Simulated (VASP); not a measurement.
A run of VASP 6.6.1 is set up as follows.

The input INCAR:

```
SYSTEM = Au
PREC = Accurate ; ENCUT = 520
EDIFF = 1E-6 ; ISMEAR = 0
SIGMA = 0.15 ; LREAL = .False.
LASPH = .True. ; NELM = 60
ALGO = Fast ; ISIF = 2
LWAVE = .False. ; LCHARG = .False.
GGA = PE ; NBANDS = 18
```

File KPOINTS:

```
Automatic mesh
0
Gamma
  24 24 12
  0 0 0
```

File POSCAR:

```
Au
1.0
    2.6571534921      0.0000000000      0.0000000000
   -1.3285767460      2.3011624259      0.0000000000
    0.0000000000      0.0000000000      5.8127555150
Au
2
Direct
    0.3333333333      0.6666666667      0.7500000000
    0.6666666667      0.3333333333      0.2500000000
```

Potentials or basis: VASP PAW PBE potentials, release 64 (Au).

Command:

```bash
$ cat potpaw_PBE.64/Au/POTCAR > POTCAR
$ mpirun -np 1 vasp_std > vasp.out
```

(1) Estimate the band gap on the k mesh.

(2) What does it give for the pressure?

## Answers

(1) zero (band 11 reaches 14.00 eV, above the bottom of band 12 at 6.25 eV).

(2) 19.1 GPa.

Caveat: spin-orbit coupling is left out, which moves the levels of the heavy elements.
